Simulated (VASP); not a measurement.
Input of a VASP 6.6.1 run:

INCAR

```
ALGO = Normal
EDIFF = 1E-7
ENCUT = 520
GGA = PE
ISIF = 2
ISMEAR = 0
ISPIN = 2
LASPH = T
LCHARG = T
LELF = T
LMAXMIX = 4
LORBIT = 11
LREAL = F
LVHAR = T
LWAVE = F
MAGMOM = 0 0 1
NBANDS = 24
NELM = 150
PREC = Accurate
SIGMA = 0.1
```

File KPOINTS:

```
k-points
0
Gamma
  4 4 4
```

POSCAR

```
Te2Mo
1.0
    0.0000000000      3.3411331314      3.3411331314
    3.3411331314      0.0000000000      3.3411331314
    3.3411331314      3.3411331314      0.0000000000
Te Mo
2 1
Direct
    0.2500000000      0.2500000000      0.2500000000
    0.7500000000      0.7500000000      0.7500000000
    0.0000000000      0.0000000000      0.0000000000
```

Potentials or basis: VASP PAW PBE potentials, release 64 (Te, Mo_sv).

Run with:

```console
$ cat potpaw_PBE.64/Te/POTCAR potpaw_PBE.64/Mo_sv/POTCAR > POTCAR
$ mpirun -np 1 vasp_std > vasp.out
```

Question: What does it give for the pressure?

Answer: 2.6 GPa.

Question: Predict the net moment.

Answer: 1.65 μB per cell.

Question: Predict the site moments.

Answer: Te -0.03; Mo +1.38 μB.

Caveat: the k points lie up to 0.41 Å⁻¹ apart.
